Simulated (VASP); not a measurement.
# As in VASP: single point with PBEsol

Aim: the single point of As with PBEsol.

Everything below comes from runs of VASP 6.6.1. Logs are shortened: lines on timing, memory, paths and dates and some standing lists are left out, and cuts for length are marked.

### 1 The cell of the first run

The cell holds a slab with vacuum, 6 atoms: a = 6.272 Å, b = 6.272 Å, c = 23.200 Å, α = 90.00°, β = 90.00°, γ = 120.00°.

### 2 Single point, PBEsol

File INCAR:

```
SYSTEM = As
PREC = Accurate ; ENCUT = 400
EDIFF = 1E-6 ; ISMEAR = 0
SIGMA = 0.04 ; LREAL = .False.
LASPH = .True. ; NELM = 120
ALGO = Normal ; ISIF = 2
LWAVE = .False. ; LCHARG = .False.
LDIPOL = .True. ; IDIPOL = 3
DIPOL = 0.5 0.5 0.650 ; GGA = PS
NBANDS = 24 ; GGA_COMPAT = .False.
NELMDL = -8
```

File KPOINTS:

```
Automatic mesh
0
Gamma
  6 6 1
  0 0 0
```

File POSCAR:

```
As
1.0
    6.2721990896      0.0000000000      0.0000000000
   -3.1360995448      5.4318837492      0.0000000000
    0.0000000000      0.0000000000     23.2000000000
As
6
Direct
    0.6666670000      0.6666670000      0.6202393852
    0.3337921728      0.9992872919      0.6202372646
    1.0011651755      0.3337715717      0.6202351171
    0.3339603395      0.3328848591      0.6792647746
    1.0000982741      0.6664799376      0.6792617558
    0.6675646504      1.0003612615      0.6792661289
```

Potentials or basis: VASP PAW PBE potentials, release 64 (As).

Started as:

```sh
cat potpaw_PBE.64/As/POTCAR > POTCAR
mpirun -np 1 vasp_std > vasp.out
```

OUTCAR:

```text
SYSTEM = As
   PREC = Accurate
   ENCUT = 400
   EDIFF = 1E-6
   ISMEAR = 0
   LREAL = .False.
   LASPH = .True.
   NELM = 120
   ISIF = 2
   GGA = PS
   NELMDL = -8

 ion  position               nearest neighbor table
   1  0.667  0.667  0.620-   4 2.50   6 2.50   5 2.50
   2  0.334  0.999  0.620-   6 2.50   5 2.50   4 2.50
   3  0.001  0.334  0.620-   5 2.50   4 2.50   6 2.50
   4  0.334  0.333  0.679-   1 2.50   3 2.50   2 2.50
   5  0.000  0.666  0.679-   3 2.50   2 2.50   1 2.50
   6  0.668  0.000  0.679-   2 2.50   1 2.50   3 2.50

  LATTYP: Found a hexagonal cell.
 ALAT       =     6.2721990896
 C/A-ratio  =     3.6988621803

  Lattice vectors:

 A1 = (   6.2721990896,   0.0000000000,   0.0000000000)
 A2 = (  -3.1360995448,   5.4318837492,   0.0000000000)
 A3 = (   0.0000000000,   0.0000000000,  23.2000000000)

Analysis of symmetry for initial positions (statically):
=====================================================================
 Subroutine PRICEL returns:
 Original cell was already a primitive cell.

 Routine SETGRP: Setting up the symmetry group for a
 hexagonal supercell.

 Subroutine GETGRP returns: Found  1 space group operations
 (whereof  1 operations were pure point group operations)
 out of a pool of 24 trial point group operations.

The static configuration has the point symmetry C_1 .

Analysis of symmetry for dynamics (positions and initial velocities):
=====================================================================
 Subroutine PRICEL returns:
 Original cell was already a primitive cell.

 Routine SETGRP: Setting up the symmetry group for a
 hexagonal supercell.

 Subroutine GETGRP returns: Found  1 space group operations
 (whereof  1 operations were pure point group operations)
 out of a pool of 24 trial point group operations.

The dynamic configuration has the point symmetry C_1 .

 Subroutine INISYM returns: Found  1 space group operations
 (whereof  1 operations are pure point group operations),
 and found     1 'primitive' translations

----------------------------------------------------------------------------------------

                                     Primitive cell

  volume of cell :     790.4207

  direct lattice vectors                    reciprocal lattice vectors
     6.272199090  0.000000000  0.000000000     0.159433715  0.092049098  0.000000000
    -3.136099545  5.431883749  0.000000000     0.000000000  0.184098196  0.000000000
     0.000000000  0.000000000 23.200000000     0.000000000  0.000000000  0.043103448

  length of vectors
     6.272199090  6.272199090 23.200000000     0.184098196  0.184098196  0.043103448

  position of ions in fractional coordinates (direct lattice)
     0.666667000  0.666667000  0.620239385
     0.333792173  0.999287292  0.620237265
     0.001165175  0.333771572  0.620235117
     0.333960340  0.332884859  0.679264775
     0.000098274  0.666479938  0.679261756
     0.667564650  0.000361261  0.679266129

  ion indices of the primitive-cell ions
   primitive index   ion index
                 1           1
                 2           2
                 3           3
                 4           4
                 5           5
                 6           6

----------------------------------------------------------------------------------------

 KPOINTS: Automatic mesh

Automatic generation of k-mesh.
 Grid dimensions read from file:
 generate k-points for:    6    6    1

 Generating k-lattice:

  Cartesian coordinates                     Fractional coordinates (reciprocal lattice)
     0.026572286  0.015341516  0.000000000     0.166666667 -0.000000000  0.000000000
     0.000000000  0.030683033  0.000000000     0.000000000  0.166666667  0.000000000
     0.000000000  0.000000000  0.043103448     0.000000000  0.000000000  1.000000000

  Length of vectors
     0.030683033  0.030683033  0.043103448

  Shift w.r.t. Gamma in fractional coordinates (k-lattice)
     0.000000000  0.000000000  0.000000000

 Subroutine IBZKPT returns following result:
 ===========================================

 Found     20 irreducible k-points:

 Following reciprocal coordinates:
            Coordinates               Weight
  0.000000  0.000000  0.000000      1.000000
  0.166667 -0.000000  0.000000      2.000000
  0.000000  0.166667  0.000000      2.000000
 -0.166667  0.166667  0.000000      2.000000
  0.333333  0.000000  0.000000      2.000000
  0.000000  0.333333  0.000000      2.000000
[... 12 lines left out ...]
  0.500000 -0.166667  0.000000      2.000000
  0.333333  0.333333  0.000000      2.000000
   k-points           NKPTS =     20   k-points in BZ     NKDIM =     20   number of bands    NBANDS=     24
   number of dos      NEDOS =    301   number of ions     NIONS =      6
   total plane-waves  NPLWV = 282240
   dimension x,y,z NGX =    42 NGY =   42 NGZ =  160
   dimension x,y,z NGXF=    84 NGYF=   84 NGZF=  320
   ions per type =               6
   NGX,Y,Z   is equivalent  to a cutoff of  11.13, 11.13, 11.47 a.u.
   NGXF,Y,Z  is equivalent  to a cutoff of  22.26, 22.26, 22.93 a.u.
 SYSTEM =  As
   PREC   = accura    normal or accurate (medium, high low for compatibility)
   ISTART =      0    job   : 0-new  1-cont  2-samecut
   ICHARG =      2    charge: 1-file 2-atom 10-const
   ISPIN  =      1    spin polarized calculation?
   LNONCOLLINEAR =      F non collinear calculations
   LSORBIT =      F    spin-orbit coupling
   LASPH  =      T    aspherical Exc in radial PAW
   ENCUT  =  400.0 eV  29.40 Ry    5.42 a.u.  10.23 10.23 37.83*2*pi/ulx,y,z
   NELM   =    120;   NELMIN=  2; NELMDL= -8     # of ELM steps
   EDIFF  = 0.1E-05   stopping-criterion for ELM
   LREAL  =      F    real-space projection
   EDIFFG = 0.1E-04   stopping-criterion for IOM
   NSW    =      0    number of steps for IOM
   IBRION =     -1    ionic relax: 0-MD 1-quasi-New 2-CG
   NFREE  =      0    steps in history (QN), initial steepest desc. (CG)
   ISIF   =      2    stress and relaxation
   ISYM   =      2    0-nonsym 1-usesym 2-fastsym
   POTIM  = 0.5000    time-step for ionic-motion
   TEBEG  =    0.0;   TEEND  =   0.0 temperature during run
   PSTRESS=    0.0 pullay stress
   NELECT =      30.0000    total number of electrons
   NUPDOWN=      -1.0000    fix difference up-down
   EMIN   =  10.00;   EMAX   =-10.00  energy-range for DOS
   EFERMI =   0.00;   METHOD = LEGACY
   ISMEAR =     0;   SIGMA  =   0.04  broadening in eV -4-tet -1-fermi 0-gaus
   EFERMI_NEDOS =   21; number of points for ismear=-14 and -15
   IALGO  =     38    algorithm
   IMIX   =      4    mixing-type and parameters
     AMIX     =   0.40;   BMIX     =  1.00
     AMIX_MAG =   1.60;   BMIX_MAG =  1.00
  volume/ion in A,a.u.               =     131.74       889.00
  Fermi-wavevector in a.u.,A,eV,Ry     =   0.550169  1.039668  4.118286  0.302686
  Thomas-Fermi vector in A             =   1.581619
   LORBIT       =      0    0 simple, 1 ext, 2 COOP (PROOUT), +10 PAW based schemes
   GGA     = PS    functional components
   LHFCALC =     F    Hartree Fock is set to
   AEXX    =    0.0000 exact exchange contribution
   IVDW    =     0    specifies the selected vdW correction
   LEPSILON=     F    determine dielectric tensor
   LRPA    =     F    only Hartree local field effects (RPA)
 non-spin polarized calculation
 Gauss-broadening in eV      SIGMA  =   0.04
  energy-cutoff  :      400.00
  volume of cell :      790.42
 maximum number of plane-waves:     14376
 NGX is ok and might be reduce to    42
   NGX = 21   NGY = 21   NGZ = 75

 dipolmoment           0.000000      0.000000     -0.000000 electrons x Angstroem

 number of electron      29.9999992 magnetization

 dipolmoment           0.000000      0.000000      0.000000 electrons x Angstroem

 Free energy of the ion-electron system (eV)
  ---------------------------------------------------
  ext. energy  EPLUGINS =         0.00000000
  ---------------------------------------------------
  free energy    TOTEN  =       -29.97940764 eV

  energy without entropy =      -29.97940764  energy(sigma->0) =      -29.97940764

 E-fermi :  -3.7931     XC(G=0):  -2.2382

 val. band max:       -3.9812182603   @ k =   0.0000   0.0000   0.0000
 cond. band min:      -2.2903398904   @ k =   0.3333   0.3333   0.0000
 fundamental gap:      1.6908783698
 Fermi energy:        -3.7931168052

 k-point     1 :       0.0000    0.0000    0.0000
  band No.  band energies     occupation
      1     -17.3651      2.00000
      2     -13.8506      2.00000
      3     -13.8506      2.00000
      4     -13.8442      2.00000
      5     -13.8442      2.00000
      6     -10.9422      2.00000
[... 16 lines left out ...]
     23       0.7731      0.00000
     24       0.7733      0.00000

 k-point     2 :       0.1667   -0.0000    0.0000
  band No.  band energies     occupation
      1     -17.2434      2.00000
      2     -14.6624      2.00000
      3     -14.4545      2.00000
      4     -13.2966      2.00000
      5     -13.0470      2.00000
      6     -10.9340      2.00000
[... 16 lines left out ...]
     23       0.4600      0.00000
     24       1.0111      0.00000

 k-point     3 :       0.0000    0.1667    0.0000
  band No.  band energies     occupation
      1     -17.2434      2.00000
      2     -14.6624      2.00000
      3     -14.4545      2.00000
      4     -13.2967      2.00000
      5     -13.0470      2.00000
      6     -10.9340      2.00000
[... 16 lines left out ...]
     23       0.4600      0.00000
     24       1.0111      0.00000
[... 406 lines left out ...]
 k-point    19 :       0.5000   -0.1667    0.0000
  band No.  band energies     occupation
      1     -16.5315      2.00000
      2     -15.8609      2.00000
      3     -15.2985      2.00000
      4     -12.5799      2.00000
      5     -11.8568      2.00000
      6     -11.2097      2.00000
[... 16 lines left out ...]
     23       0.5752      0.00000
     24       0.6150      0.00000

 k-point    20 :       0.3333    0.3333    0.0000
  band No.  band energies     occupation
      1     -15.9775      2.00000
      2     -15.9740      2.00000
      3     -15.9739      2.00000
      4     -11.7846      2.00000
      5     -11.7845      2.00000
      6     -11.7819      2.00000
[... 16 lines left out ...]
     23       0.6865      0.00000
     24       0.6883      0.00000

------------------------ aborting loop because EDIFF is reached ----------------------------------------

 vacuum level on the upper side and lower side of the slab       (xc-potential included)        -0.006        -0.005

  FORCE on cell =-STRESS in cart. coord.  units (eV):
  Direction    XX          YY          ZZ          XY          YZ          ZX
  --------------------------------------------------------------------------------------
  -------------------------------------------------------------------------------------
  Total       -2.5257371     -2.5258382      0.3469328      0.0000037     -0.0000002      0.0000005
  in kB       -5.1196520     -5.1198570      0.7032305      0.0000075     -0.0000004      0.0000010
  external PRESSURE =      -3.1787595 kB  Pullay stress =       0.0000000 kB

 VOLUME and BASIS-vectors are now :
 -----------------------------------------------------------------------------
  energy-cutoff  :      400.00
  volume of cell :      790.42
      direct lattice vectors                 reciprocal lattice vectors
     6.272199090  0.000000000  0.000000000     0.159433715  0.092049098  0.000000000
    -3.136099545  5.431883749  0.000000000     0.000000000  0.184098196  0.000000000
     0.000000000  0.000000000 23.200000000     0.000000000  0.000000000  0.043103448

 POSITION                                       TOTAL-FORCE (eV/Angst)
 -----------------------------------------------------------------------------------
      2.09073      3.62126     14.38955         0.018111     -0.001679     -0.090266
     -1.04025      5.42801     14.38950        -0.007647      0.016513     -0.090162
     -1.03943      1.81301     14.38945        -0.010523     -0.014827     -0.090024
      1.05071      1.80819     15.75894        -0.003530      0.002439      0.090119
     -2.08953      3.62024     15.75887         0.003889      0.001854      0.090276
      4.18597      0.00196     15.75897        -0.000300     -0.004299      0.090056
 -----------------------------------------------------------------------------------
    total drift:                                0.000191     -0.000026     -0.000339

  FREE ENERGIE OF THE ION-ELECTRON SYSTEM (eV)
  ---------------------------------------------------
  free  energy   TOTEN  =       -29.9794076408 eV

  energy  without entropy=      -29.9794076408  energy(sigma->0) =      -29.97940764

 vacuum level on the upper side and lower side of the slab         1.597         1.598
```

It took 14 min on 1 thread of Intel Xeon 8259CL, shared host; peak memory 0.69 GiB.

Results:

* Free energy: -29.9794 eV
* Largest force: 0.092 eV/Å
* Band gap on the k mesh: 1.69 eV

Forces on the atoms (eV/Å):
```
As   0.018 -0.002 -0.090
As  -0.008  0.017 -0.090
As  -0.011 -0.015 -0.090
As  -0.004  0.002  0.090
As   0.004  0.002  0.090
As   0.000 -0.004  0.090
```

Levels at points of the mesh, in eV from the valence-band top:
```
           k point  band 12  band 13  band 14  band 15  band 16  band 17  band 18  band 19
(0.00, 0.00, 0.00)    -1.82    -0.30     0.00     0.00     1.87     2.18     2.18     3.55
(0.50, 0.00, 0.00)    -1.86    -1.39    -0.20    -0.20     1.97     2.91     2.91     3.36
(0.00, 0.50, 0.00)    -1.86    -1.39    -0.20    -0.20     1.97     2.91     2.91     3.36
(0.50, 0.50, 0.00)    -1.86    -1.39    -0.20    -0.20     1.97     2.91     2.91     3.36
```

Caveat: the PAW data sets were made with another functional, which shifts forces and pressure a little.
